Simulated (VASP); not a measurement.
Crystal: Li.

```
Li
1.0
     3.51000    0.00000    0.00000
     0.00000    3.51000    0.00000
     0.00000    0.00000    3.51000
Li
2
Direct
  0.00000 0.00000 0.00000
  0.50000 0.50000 0.50000
```

* Program: VASP 6.6.1
* Task: relaxation of cell and atoms
* Functional: PBEsol
* Potentials or basis: VASP PAW PBE potentials, release 64 (Li_sv)
* Cutoff: 600 eV
* k mesh: 6 × 6 × 6
* Occupations: fermi-dirac, width 0.1 eV
* Spin: no spin polarisation

At the start: pressure -0.9 GPa; volume 21.62 Å³/atom.

Problem. Where does the relaxation end?

Solution. Over 3 steps the energy falls by 5.0 meV/atom and the volume is 20.15 Å³/atom (-6.8 %); space group Im-3m (No. 229, to 0.1 Å) before and after.

The path:
```tsv
step	energy change (eV)	largest force (eV/Å)	pressure (GPa)	volume (Å³)
1	0.0000	0.0000	-0.93	43.24
2	-0.0041	0.0000	-0.74	42.46
3	-0.0100	0.0000	-0.10	40.30
```

Final structure:
```
CELL_PARAMETERS angstrom
3.42861 0.00000 0.00000
0.00000 3.42861 0.00000
0.00000 0.00000 3.42861
ATOMIC_POSITIONS crystal
Li 0.00000 0.00000 0.00000
Li 0.50000 0.50000 0.50000
```

Caveat: the cutoff is under 1.25 times the usual one of these potentials, so pressure, stress and relaxed cells hold a basis-set (Pulay) error; the PAW data sets were made with another functional, which shifts forces and pressure a little.
